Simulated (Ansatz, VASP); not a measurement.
**Ba2IrWO6: VASP beside Ansatz**

INCAR

```
  PREC = Accurate
  ENCUT = 520
  EDIFF = 1E-6
  ISMEAR = 1
  SIGMA = 0.0863
  LREAL = F
  LASPH = T
  NELM = 80
  ALGO = Normal
  ISIF = 2
  LWAVE = F
  LCHARG = T
  GGA = PE
  LELF = T
  LVHAR = T
  NBANDS = 50
```

File KPOINTS:

```
Automatic mesh
0
Gamma
  4 4 4
```

File POSCAR:

```
Ba2IrWO6
1.0
    0.0000000000      5.5410670000      0.0000000000
    5.5410670000      0.0000000000      0.0000000000
    2.7705330000      2.7705330000     -4.3001970000
Ba Ir W O
2 1 1 6
Direct
    0.7500000000      0.2500000000      0.5000000000
    0.2500000000      0.7500000000      0.5000000000
    0.0000000000      0.0000000000      0.0000000000
    0.5000000000      0.5000000000      0.0000000000
    0.2380000000      0.2720000000      0.0000000000
    0.2720000000      0.7620000000      0.0000000000
    0.7620000000      0.7280000000      0.0000000000
    0.7280000000      0.2380000000      0.0000000000
    0.2800000000      0.2800000000      0.4400000000
    0.7200000000      0.7200000000      0.5600000000
```

Input for Ansatz:

```yaml
crystal:
  lattice:
    - [0.0, 5.541067, 0.0]
    - [5.541067, 0.0, 0.0]
    - [2.770533, 2.770533, -4.300197]
  atoms:
    - { symbol: Ba, position: [0.75, 0.25, 0.5] }
    - { symbol: Ba, position: [0.25, 0.75, 0.5] }
    - { symbol: Ir, position: [0.0, 0.0, 0.0] }
    - { symbol: W, position: [0.5, 0.5, 0.0] }
    - { symbol: O, position: [0.238, 0.272, 0.0] }
    - { symbol: O, position: [0.272, 0.762, 0.0] }
    - { symbol: O, position: [0.762, 0.728, 0.0] }
    - { symbol: O, position: [0.728, 0.238, 0.0] }
    - { symbol: O, position: [0.28, 0.28, 0.44] }
    - { symbol: O, position: [0.72, 0.72, 0.56] }
  symmetry: { tolerance: 0.0003 }
kpoints:
  mp_grid: { grid: [4, 4, 4], shift: [0, 0, 0] }
magnetization:
  spin_polarized: false
scf:
  occupations: { method: cold, width: 0.0863 }
  convergence: { dr2_threshold: 1.0e-06 }
hamiltonian:
  pseudopotentials: { kind: paw }
  xc: pbe
basis:
  ecutwfc: 420
output:
  forces: true
  stress: true
  eigenvalues: true
```

Alike in both runs: task single point; functional PBE; k mesh 4 × 4 × 4; no spin polarisation.

```csv
,VASP,Ansatz
version,VASP 6.6.1,Ansatz 0.2.0
potentials or method,"VASP PAW PBE potentials, release 64 (Ba_sv, Ir, W_sv, O), cutoff 520 eV",PAW plane waves
occupations,"methfessel-paxton of order 1, width 0.0863 eV","cold, width 0.0863 eV"
valence electrons in the cell,79,87
```

|  | VASP | Ansatz | Ansatz less VASP |
| --- | --- | --- | --- |
| gap on the k mesh at the Fermi level (eV) | none | none | - |
| pressure (GPa) | 14.8 | 12.1 | -2.66 |
| traceless stress, the component that is largest in VASP (GPa) | 2.21 | 2.53 | +0.312 |
| rms of the force components (eV/Å) | 0.364 | 0.323 | -0.0412 |

Atom by atom the forces differ by 0.047 eV/Å (rms over components). A gap of «none» marks a metal or a gap that the smearing closes. VASP's potentials hold 79 valence electrons a cell and Ansatz's 87, so a difference there can come from the potentials and not from the codes. Ansatz's warnings: force scf threshold loose, stress scf threshold loose.

The k mesh is coarse, so the values compare programs but aren't converged. Spin-orbit coupling is off throughout.
